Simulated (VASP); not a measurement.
# BaTiO3 (P4mm) in VASP: single point with r2SCAN

Aim: the single point of BaTiO3 with r2SCAN.

All numbers are computed with VASP 6.6.1; they aren't measurements. Logs are shortened: lines on timing, memory, paths and dates and some standing lists are left out, and cuts for length are marked.

### Step 1. The cell of the first run

Symmetry: P4mm, No. 99, tetragonal system. Conventional cell: a = 3.972 Å, b = 3.972 Å, c = 4.112 Å, α = 90.00°, β = 90.00°, γ = 90.00°. Ba (site symmetry 4mm) has 12 O at 2.74 to 2.98 Å and 8 Ti at 3.48 Å within 3.6 Å. Within 2.4 Å of Ti (site symmetry 4mm) lie 6 O at 1.82 to 2.29 Å. Within 2.4 Å of O (site symmetry 4mm) lie 2 Ti at 1.82 to 2.29 Å. O (site symmetry 2mm) has 2 Ti at 1.99 Å within 2.6 Å.

### Step 2. Single point, r2SCAN (all Ba atoms moved -0.075 Å, as atom 1 along Cartesian [0 0 1])

Contents of POSCAR:

```
BaTiO3
1.0
    3.9723167996      0.0000000000      0.0000000000
    0.0000000000      3.9723167996      0.0000000000
    0.0000000000      0.0000000000      4.1123825565
Ba Ti O
1 1 3
Direct
    0.0000000000      0.0000000000      0.9743733019
    0.5000000000      0.5000000000      0.4745255192
    0.5000000000      0.5000000000      0.0315737038
    0.5000000000      0.0000000000      0.5146449361
    0.0000000000      0.5000000000      0.5146449361
```

Contents of INCAR.step1:

```
SYSTEM = BaTiO3
ALGO = Normal ; EDIFF = 1E-5
ENCUT = 910 ; GGA = PE
GGA_COMPAT = .False. ; ISMEAR = 0
LASPH = .True. ; LCHARG = .False.
LREAL = .False. ; LWAVE = .True.
NBANDS = 28 ; NELM = 120
PREC = Accurate ; SIGMA = 0.05
```

Contents of INCAR.step2:

```
SYSTEM = BaTiO3
ALGO = Normal ; EDIFF = 1E-6
ENCUT = 910 ; GGA_COMPAT = .False.
ISIF = 2 ; ISMEAR = 0
ISTART = 1 ; LASPH = .True.
LCHARG = .False. ; LMIXTAU = .True.
LREAL = .False. ; LWAVE = .False.
METAGGA = R2SCAN ; NBANDS = 28
NELM = 120 ; PREC = Accurate
SIGMA = 0.05
```

Contents of KPOINTS:

```
k-points
0
Gamma
  8 8 8
  0 0 0
```

Potentials or basis: VASP PAW PBE potentials, release 64 (Ba_sv, Ti_sv, O_h).

On the command line:

```bash
$ cat potpaw_PBE.64/Ba_sv/POTCAR potpaw_PBE.64/Ti_sv/POTCAR potpaw_PBE.64/O_h/POTCAR > POTCAR
$ cp INCAR.step1 INCAR
$ mpirun -np 1 vasp_std > vasp.out
$ cp INCAR.step2 INCAR
$ mpirun -np 1 vasp_std > vasp.out
```

OUTCAR:

```text
SYSTEM = BaTiO3
   EDIFF = 1E-6
   ENCUT = 910
   ISIF = 2
   ISMEAR = 0
   ISTART = 1
   LASPH = .True.
   LREAL = .False.
   METAGGA = R2SCAN
   NELM = 120
   PREC = Accurate

 ion  position               nearest neighbor table
   1  0.000  0.000  0.974-   4 2.74   5 2.74   5 2.74   4 2.74   3 2.82   3 2.82   3 2.82   3 2.82
                             4 2.98   5 2.98   5 2.98   4 2.98   2 3.48   2 3.48   2 3.48   2 3.48
   2  0.500  0.500  0.475-   3 1.82   4 1.99   5 1.99   4 1.99   5 1.99   1 3.48   1 3.48   1 3.48
                             1 3.48   1 3.48   1 3.48   1 3.48   1 3.48
   3  0.500  0.500  0.032-   2 1.82   1 2.82   1 2.82   1 2.82   1 2.82
   4  0.500  0.000  0.515-   2 1.99   2 1.99   1 2.74   1 2.74   1 2.98   1 2.98
   5  0.000  0.500  0.515-   2 1.99   2 1.99   1 2.74   1 2.74   1 2.98   1 2.98

  LATTYP: Found a simple tetragonal cell.
 ALAT       =     3.9723167996
 C/A-ratio  =     1.0352604699

  Lattice vectors:

 A1 = (   3.9723167996,   0.0000000000,   0.0000000000)
 A2 = (   0.0000000000,   3.9723167996,   0.0000000000)
 A3 = (   0.0000000000,   0.0000000000,   4.1123825565)

Analysis of symmetry for initial positions (statically):
=====================================================================
 Subroutine PRICEL returns:
 Original cell was already a primitive cell.

 Routine SETGRP: Setting up the symmetry group for a
 simple tetragonal supercell.

 Subroutine GETGRP returns: Found  8 space group operations
 (whereof  8 operations were pure point group operations)
 out of a pool of 16 trial point group operations.

The static configuration has the point symmetry C_4v.

Analysis of symmetry for dynamics (positions and initial velocities):
=====================================================================
 Subroutine PRICEL returns:
 Original cell was already a primitive cell.

 Routine SETGRP: Setting up the symmetry group for a
 simple tetragonal supercell.

 Subroutine GETGRP returns: Found  8 space group operations
 (whereof  8 operations were pure point group operations)
 out of a pool of 16 trial point group operations.

The dynamic configuration has the point symmetry C_4v.

 Subroutine INISYM returns: Found  8 space group operations
 (whereof  8 operations are pure point group operations),
 and found     1 'primitive' translations

----------------------------------------------------------------------------------------

                                     Primitive cell

  volume of cell :      64.8905

  direct lattice vectors                    reciprocal lattice vectors
     3.972316800  0.000000000  0.000000000     0.251742258  0.000000000  0.000000000
     0.000000000  3.972316800  0.000000000     0.000000000  0.251742258  0.000000000
     0.000000000  0.000000000  4.112382557     0.000000000  0.000000000  0.243168039

  length of vectors
     3.972316800  3.972316800  4.112382557     0.251742258  0.251742258  0.243168039

  position of ions in fractional coordinates (direct lattice)
     0.000000000  0.000000000  0.974373302
     0.500000000  0.500000000  0.474525519
     0.500000000  0.500000000  0.031573704
     0.500000000  0.000000000  0.514644936
     0.000000000  0.500000000  0.514644936

  ion indices of the primitive-cell ions
   primitive index   ion index
                 1           1
                 2           2
                 3           3
                 4           4
                 5           5

----------------------------------------------------------------------------------------

 KPOINTS: k-points

Automatic generation of k-mesh.
 Grid dimensions read from file:
 generate k-points for:    8    8    8

 Generating k-lattice:

  Cartesian coordinates                     Fractional coordinates (reciprocal lattice)
     0.031467782  0.000000000  0.000000000     0.125000000  0.000000000  0.000000000
     0.000000000  0.031467782  0.000000000     0.000000000  0.125000000  0.000000000
     0.000000000  0.000000000  0.030396005     0.000000000  0.000000000  0.125000000

  Length of vectors
     0.031467782  0.031467782  0.030396005

  Shift w.r.t. Gamma in fractional coordinates (k-lattice)
     0.000000000  0.000000000  0.000000000

 Subroutine IBZKPT returns following result:
 ===========================================

 Found     75 irreducible k-points:

 Following reciprocal coordinates:
            Coordinates               Weight
  0.000000  0.000000  0.000000      1.000000
  0.125000  0.000000  0.000000      4.000000
  0.250000  0.000000  0.000000      4.000000
  0.375000  0.000000  0.000000      4.000000
  0.500000  0.000000  0.000000      2.000000
  0.125000  0.125000  0.000000      4.000000
[... 16 lines left out ...]
  0.375000  0.125000  0.125000     16.000000
  0.500000  0.125000  0.125000      8.000000
 [... further k-points ...]
   k-points           NKPTS =     75   k-points in BZ     NKDIM =     75   number of bands    NBANDS=     28
   number of dos      NEDOS =    301   number of ions     NIONS =      5
   total plane-waves  NPLWV =  64000
   dimension x,y,z NGX =    40 NGY =   40 NGZ =   40
   dimension x,y,z NGXF=    80 NGYF=   80 NGZF=   80
   ions per type =               1   1   3
   NGX,Y,Z   is equivalent  to a cutoff of  16.74, 16.74, 16.17 a.u.
   NGXF,Y,Z  is equivalent  to a cutoff of  33.48, 33.48, 32.34 a.u.
 SYSTEM =  BaTiO3
   PREC   = accura    normal or accurate (medium, high low for compatibility)
   ISTART =      1    job   : 0-new  1-cont  2-samecut
   ICHARG =      0    charge: 1-file 2-atom 10-const
   ISPIN  =      1    spin polarized calculation?
   LNONCOLLINEAR =      F non collinear calculations
   LSORBIT =      F    spin-orbit coupling
   LASPH  =      T    aspherical Exc in radial PAW
   ENCUT  =  910.0 eV  66.88 Ry    8.18 a.u.   9.77  9.77 10.12*2*pi/ulx,y,z
   NELM   =    120;   NELMIN=  2; NELMDL=  0     # of ELM steps
   EDIFF  = 0.1E-05   stopping-criterion for ELM
   LREAL  =      F    real-space projection
   EDIFFG = 0.1E-04   stopping-criterion for IOM
   NSW    =      0    number of steps for IOM
   IBRION =     -1    ionic relax: 0-MD 1-quasi-New 2-CG
   NFREE  =      0    steps in history (QN), initial steepest desc. (CG)
   ISIF   =      2    stress and relaxation
   ISYM   =      2    0-nonsym 1-usesym 2-fastsym
   POTIM  = 0.5000    time-step for ionic-motion
   TEBEG  =    0.0;   TEEND  =   0.0 temperature during run
   PSTRESS=    0.0 pullay stress
   NELECT =      40.0000    total number of electrons
   NUPDOWN=      -1.0000    fix difference up-down
   EMIN   =  10.00;   EMAX   =-10.00  energy-range for DOS
   EFERMI =   0.00;   METHOD = LEGACY
   ISMEAR =     0;   SIGMA  =   0.05  broadening in eV -4-tet -1-fermi 0-gaus
   EFERMI_NEDOS =   21; number of points for ismear=-14 and -15
   IALGO  =     38    algorithm
   IMIX   =      4    mixing-type and parameters
     AMIX     =   0.40;   BMIX     =  1.00
     AMIX_MAG =   1.60;   BMIX_MAG =  1.00
  volume/ion in A,a.u.               =      12.98        87.58
  Fermi-wavevector in a.u.,A,eV,Ry     =   1.393267  2.632893 26.411540  1.941193
  Thomas-Fermi vector in A             =   2.516930
   LORBIT       =      0    0 simple, 1 ext, 2 COOP (PROOUT), +10 PAW based schemes
   METAGGA = R2SCAN    functional components
   LHFCALC =     F    Hartree Fock is set to
   AEXX    =    0.0000 exact exchange contribution
   IVDW    =     0    specifies the selected vdW correction
   LEPSILON=     F    determine dielectric tensor
   LRPA    =     F    only Hartree local field effects (RPA)
 non-spin polarized calculation
 Gauss-broadening in eV      SIGMA  =   0.05
  energy-cutoff  :      910.00
  volume of cell :       64.89
 maximum number of plane-waves:      4076
 NGX is ok and might be reduce to    40
   NGX = 19   NGY = 19   NGZ = 21

 number of electron      40.0000008 magnetization

 Free energy of the ion-electron system (eV)
  ---------------------------------------------------
  ext. energy  EPLUGINS =         0.00000000
  ---------------------------------------------------
  free energy    TOTEN  =       -74.27464075 eV

  energy without entropy =      -74.27464075  energy(sigma->0) =      -74.27464075

 E-fermi :   4.2506     XC(G=0): -11.8334

 val. band max:        3.9003829070   @ k =   0.5000   0.5000   0.5000
 cond. band min:       6.1601446801   @ k =   0.0000   0.0000   0.0000
 fundamental gap:      2.2597617731
 Fermi energy:         4.2506171871

 k-point     1 :       0.0000    0.0000    0.0000
  band No.  band energies     occupation
      1     -54.8595      2.00000
      2     -30.1260      2.00000
      3     -30.0149      2.00000
      4     -30.0149      2.00000
      5     -21.7355      2.00000
      6     -14.0499      2.00000
[... 20 lines left out ...]
     27       9.6224      0.00000
     28      11.8666      0.00000

 k-point     2 :       0.1250    0.0000    0.0000
  band No.  band energies     occupation
      1     -54.8593      2.00000
      2     -30.1257      2.00000
      3     -30.0243      2.00000
      4     -30.0146      2.00000
      5     -21.7165      2.00000
      6     -14.0561      2.00000
[... 20 lines left out ...]
     27       9.9008      0.00000
     28      12.2403      0.00000

 k-point     3 :       0.2500    0.0000    0.0000
  band No.  band energies     occupation
      1     -54.8589      2.00000
      2     -30.1249      2.00000
      3     -30.0467      2.00000
      4     -30.0138      2.00000
      5     -21.6700      2.00000
      6     -14.1196      2.00000
[... 20 lines left out ...]
     27      10.6103      0.00000
     28      12.7984      0.00000

 k-point     4 :       0.3750    0.0000    0.0000
  band No.  band energies     occupation
      1     -54.8584      2.00000
      2     -30.1240      2.00000
      3     -30.0689      2.00000
      4     -30.0131      2.00000
      5     -21.6224      2.00000
      6     -14.2241      2.00000
[... 578 lines left out ...]
     27      11.0094      0.00000
     28      12.7873      0.00000

 k-point    23 :       0.3750    0.1250    0.1250
  band No.  band energies     occupation
      1     -54.8582      2.00000
      2     -30.1297      2.00000
      3     -30.0681      2.00000
      4     -30.0220      2.00000
      5     -21.5997      2.00000
      6     -14.1058      2.00000
[... 20 lines left out ...]
     27      11.9100      0.00000
     28      13.0668      0.00000

 k-point    24 :       0.5000    0.1250    0.1250
  band No.  band energies     occupation
      1     -54.8580      2.00000
      2     -30.1293      2.00000
      3     -30.0772      2.00000
      4     -30.0217      2.00000
      5     -21.5816      2.00000
      6     -14.1411      2.00000
[... 20 lines left out ...]
     27      12.3429      0.00000
     28      13.2231      0.00000

 [... further k-points ...]

------------------------ aborting loop because EDIFF is reached ----------------------------------------

  FORCE on cell =-STRESS in cart. coord.  units (eV):
  Direction    XX          YY          ZZ          XY          YZ          ZX
  --------------------------------------------------------------------------------------
  -------------------------------------------------------------------------------------
  Total        0.7852601      0.7852601      0.9330090      0.0000000      0.0000000      0.0000000
  in kB       19.3884390     19.3884390     23.0364296      0.0000000      0.0000000      0.0000000
  external PRESSURE =      20.6044359 kB  Pullay stress =       0.0000000 kB

 VOLUME and BASIS-vectors are now :
 -----------------------------------------------------------------------------
  energy-cutoff  :      910.00
  volume of cell :       64.89
      direct lattice vectors                 reciprocal lattice vectors
     3.972316800  0.000000000  0.000000000     0.251742258  0.000000000  0.000000000
     0.000000000  3.972316800  0.000000000     0.000000000  0.251742258  0.000000000
     0.000000000  0.000000000  4.112382557     0.000000000  0.000000000  0.243168039

 POSITION                                       TOTAL-FORCE (eV/Angst)
 -----------------------------------------------------------------------------------
      0.00000      0.00000      4.00700        -0.000000      0.000000      0.541660
      1.98616      1.98616      1.95143         0.000000      0.000000     -0.208150
      1.98616      1.98616      0.12984        -0.000000     -0.000000     -0.181175
      1.98616      0.00000      2.11642        -0.000000      0.000000     -0.076167
      0.00000      1.98616      2.11642        -0.000000     -0.000000     -0.076167
 -----------------------------------------------------------------------------------
    total drift:                                0.000000      0.000000      0.001464

  FREE ENERGIE OF THE ION-ELECTRON SYSTEM (eV)
  ---------------------------------------------------
  free  energy   TOTEN  =       -74.2746407468 eV

  energy  without entropy=      -74.2746407468  energy(sigma->0) =      -74.27464075
```

Wall time 6.1 min (1 thread of Intel Xeon 6975P-C (Granite Rapids), shared host); peak memory 0.49 GiB.

What came out:

```
Free energy            : -74.2746 eV
Pressure               : 2.1 GPa
Largest force          : 0.542 eV/Å
Band gap on the k mesh : 2.26 eV (least direct gap 2.74 eV)
```

Forces on the atoms (eV/Å):
```
Ba   0.000  0.000  0.542
Ti   0.000  0.000 -0.208
O    0.000  0.000 -0.181
O    0.000  0.000 -0.076
O    0.000  0.000 -0.076
```

Levels at points of the mesh, in eV from the valence-band top:
| k point | band 17 | band 18 | band 19 | band 20 | band 21 | band 22 | band 23 | band 24 |
| --- | --- | --- | --- | --- | --- | --- | --- | --- |
| (0.00, 0.00, 0.00) | -1.31 | -0.69 | -0.48 | -0.48 | 2.26 | 2.77 | 2.77 | 4.42 |
| (0.50, 0.00, 0.00) | -1.92 | -1.66 | -1.36 | -1.18 | 2.83 | 3.93 | 4.02 | 4.50 |
| (0.50, 0.50, 0.00) | -1.96 | -1.02 | -1.02 | -0.07 | 4.04 | 4.04 | 4.45 | 4.79 |
| (0.00, 0.00, 0.50) | -2.02 | -2.01 | -0.72 | -0.72 | 2.39 | 3.96 | 3.96 | 4.42 |
| (0.50, 0.00, 0.50) | -1.83 | -1.06 | -1.01 | -0.35 | 3.97 | 3.97 | 4.29 | 5.30 |
| (0.50, 0.50, 0.50) | -2.55 | -0.31 | -0.31 | 0.00 | 4.55 | 4.55 | 4.63 | 6.90 |

Caveat: the cell differs from its parent crystal (all Ba atoms moved -0.075 Å, as atom 1 along Cartesian [0 0 1]); the cutoff is under 1.25 times the usual one of these potentials, so pressure, stress and relaxed cells hold a basis-set (Pulay) error; the PAW data sets were made with another functional, which shifts forces and pressure a little; spin-orbit coupling is left out, which moves the levels of the heavy elements.
